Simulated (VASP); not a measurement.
The system is CdF2.

```xyz
3
Lattice="1.5228 0.8792 4.8089 -1.5228 0.8792 4.8089 0.0000 -1.7584 4.8089" Properties=species:S:1:pos:R:3 pbc="T T T"
Cd    0.0000    0.0000    0.0000
F     0.0000    0.0000   10.8723
F     0.0000    0.0000    3.5544
```

* Program: VASP 6.6.1
* Task: relaxation of cell and atoms
* Functional: PBE
* Dispersion: D3(BJ)
* Potentials or basis: VASP PAW PBE potentials, release 64 (Cd, F)
* Cutoff: 600 eV
* k mesh: 6 × 6 × 6
* Occupations: gaussian, width 0.1 eV
* Spin: no spin polarisation

At the start: pressure 23.9 GPa; volume 12.88 Å³/atom.

Problem. Where does the relaxation end?

Solution. Over 17 steps the energy falls by 386.4 meV/atom and the volume is 13.36 Å³/atom (+3.7 %); space group R-3m (No. 166, to 0.1 Å) before and after.

Step by step:
| step | energy change (eV) | largest force (eV/Å) | pressure (GPa) | volume (Å³) |
| --- | --- | --- | --- | --- |
| 1 | 0.0000 | 0.9099 | 23.89 | 38.63 |
| 2 | -0.4641 | 1.5372 | -7.73 | 50.29 |
| 3 | -0.5711 | 1.0078 | -1.07 | 46.01 |
| 4 | -0.7731 | 0.7383 | -1.34 | 46.65 |
| 5 | -0.9946 | 0.1411 | -4.43 | 47.74 |
| 6 | -1.0079 | 0.5201 | 4.05 | 43.74 |
| 7 | -1.0296 | 0.2131 | -0.03 | 45.43 |
| 8 | -1.0426 | 0.2094 | -0.05 | 44.87 |
| 9 | -1.0821 | 0.1967 | 0.14 | 43.16 |
| 10 | -1.1411 | 0.0948 | 2.96 | 39.60 |
| 11 | -1.1517 | 0.0038 | 1.68 | 39.74 |
| 12 | -1.1567 | 0.1066 | 0.15 | 39.91 |
| 13 | -1.1567 | 0.1110 | 0.09 | 39.92 |
| 14 | -1.1573 | 0.0975 | 0.03 | 39.94 |
| 15 | -1.1586 | 0.0598 | -0.17 | 40.00 |
| 16 | -1.1591 | 0.0142 | -0.58 | 40.12 |
| 17 | -1.1592 | 0.0101 | -0.43 | 40.08 |

Final structure:
```
Cd F
1.0
     1.85210    1.06931    3.37265
    -1.85210    1.06931    3.37265
     0.00000   -2.13862    3.37265
Cd F
1 2
Direct
  0.00000 0.00000 0.00000
  0.75297 0.75297 0.75297
  0.24703 0.24703 0.24703
```

Caveat: a cell axis changed by over 15 % at a fixed basis, so the end point is rough.
